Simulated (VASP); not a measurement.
Here is a VASP 6.6.1 calculation.

Contents of INCAR:

```
ALGO = Normal
EDIFF = 1E-6
ENCUT = 520
GGA = PE
ISIF = 2
ISMEAR = 0
LASPH = T
LCHARG = F
LREAL = F
LWAVE = F
NBANDS = 51
NELM = 60
PREC = Accurate
SIGMA = 0.1
```

File KPOINTS:

```
k-points
0
Gamma
  6 6 4
```

File POSCAR:

```
Ge
1.0
    4.8421554123      0.0000000030      0.0000000000
   -2.4210777088      4.1934295946      0.0000000000
    0.0000000000      0.0000000000      5.7083664467
Ge
6
Direct
    0.3333333333      0.6666666667      0.7500298455
    0.3333333333      0.6666666667      0.2499701545
    0.6666666667      0.3333333333      0.2499701545
    0.6666666667      0.3333333333      0.7500298455
    0.0000000000      0.0000000000      0.0000000000
    0.0000000000      0.0000000000      0.5000000000
```

Potentials or basis: VASP PAW PBE potentials, release 64 (Ge_d).

Command:

```sh
$ cat potpaw_PBE.64/Ge_d/POTCAR > POTCAR
$ mpirun -np 1 vasp_std > vasp.out
```

Q: Estimate the band gap on the k mesh.

A: Zero (band 42 reaches 7.68 eV, above the bottom of band 43 at 4.68 eV).

Q: Estimate the pressure.

A: 0.0 GPa.

Stress tensor (GPa, compression positive):
```
-0.09  0.00  0.00
 0.00 -0.09  0.00
 0.00  0.00  0.32
```
